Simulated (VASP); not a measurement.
Write the native input for VASP 6.6.1 that does the following.

| Item | Value |
| --- | --- |
| Task | single point |
| Functional | LDA |
| Potentials or basis | VASP PAW LDA potentials, release 64 (Ba_sv, S) |
| Cutoff | 520 eV |
| k mesh | 4 × 4 × 4 |
| Occupations | gaussian, width 0.01 eV |
| Spin | no spin polarisation |
| Dipole correction | no |
| Further INCAR settings | ALGO = Normal; EDIFF = 1e-06; NBANDS = 15 |

The structure of BaS lies in POSCAR:

```
BaS
1.0
    0.0000000000      3.2117958731      3.2117958731
    3.2117958731      0.0000000000      3.2117958731
    3.2117958731      3.2117958731      0.0000000000
Ba S
1 1
Direct
    0.0000000000      0.0000000000      0.0000000000
    0.5000000000      0.5000000000      0.5000000000
```

The input as run:

INCAR

```
  PREC = Accurate
  ENCUT = 520
  EDIFF = 1E-6
  ISMEAR = 0
  SIGMA = 0.01
  LREAL = F
  LASPH = T
  NELM = 80
  ALGO = Normal
  ISIF = 2
  LWAVE = F
  LCHARG = F
  GGA = CA
  NBANDS = 15
```

KPOINTS

```
Automatic mesh
0
Gamma
  4 4 4
```

Potentials or basis: VASP PAW LDA potentials, release 64 (Ba_sv, S).

Run with:

```console
$ cat potpaw_LDA.64/Ba_sv/POTCAR potpaw_LDA.64/S/POTCAR > POTCAR
$ mpirun -np 1 vasp_std > vasp.out
```

It gave:

* Pressure: -2.5 GPa
* Band gap on the k mesh: 1.92 eV, indirect (least direct gap 2.07 eV)

Caveat: the k points lie up to 0.42 Å⁻¹ apart; spin-orbit coupling is left out, which moves the levels of the heavy elements.

Run time: 3.9 s on 1 thread of Intel(R) Xeon(R) 6975P-C (Granite Rapids) (shared host), peak memory 0.16 GiB.
